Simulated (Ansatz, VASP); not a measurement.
One calculation of Pd, two programs

INCAR

```
PREC = Accurate
ENCUT = 520
EDIFF = 1E-6
ISMEAR = 0
SIGMA = 0.15
LREAL = False
LASPH = True
NELM = 60
ALGO = Normal
ISIF = 2
LWAVE = False
LCHARG = False
GGA = PE
NBANDS = 11
```

Contents of KPOINTS:

```
Automatic mesh
0
Gamma
  20 20 20
```

Contents of POSCAR:

```
Pd
1.0
    0.0000000000      2.1004920000      2.0226960000
    2.1004920000      0.0000000000      2.0226960000
    2.1004920000      2.1004920000      0.0000000000
Pd
1
Direct
    0.0000000000      0.0000000000      0.0000000000
```

Input for Ansatz:

```yaml
crystal:
  lattice:
    - [0.0, 2.100492, 2.022696]
    - [2.100492, 0.0, 2.022696]
    - [2.100492, 2.100492, 0.0]
  atoms:
    - { symbol: Pd, position: [0.0, 0.0, 0.0] }
basis:
  ecutwfc: 420
kpoints:
  mp_grid: { grid: [20, 20, 20] }
hamiltonian:
  xc: pbe
scf:
  occupations: { method: gaussian, width: 0.15 }
output:
  forces: true
  stress: true
  eigenvalues: true
```

Change from the starting cell: strain +0.080 along x and y, +0.040 along z, atoms carried along.

Alike in both runs: task single point; functional PBE; k mesh 20 × 20 × 20; occupations gaussian, width 0.15 eV; no spin polarisation.

|  | VASP | Ansatz |
| --- | --- | --- |
| version | VASP 6.6.1 | Ansatz 0.2.0 |
| potentials or method | VASP PAW PBE potentials, release 64 (Pd), cutoff 520 eV | scalar-relativistic, plane waves, PAW |
| valence electrons in the cell | 10 | 18 |

Ansatz gave:

| Quantity | Value |
| --- | --- |
| gap on the k mesh at the Fermi level (eV) | none |
| pressure (GPa) | -16.6 |
| traceless stress, the component that is largest in VASP (GPa) | 0.50 |

Question: What did VASP give for the same quantities?

Answer: gap on the k mesh at the Fermi level (eV): none; pressure (GPa): -16.7; traceless stress, the component that is largest in VASP (GPa): 0.51.

A gap of «none» marks a metal or a gap that the smearing closes. VASP's potentials hold 10 valence electrons a cell and Ansatz's 18, so a difference there can come from the potentials and not from the codes.
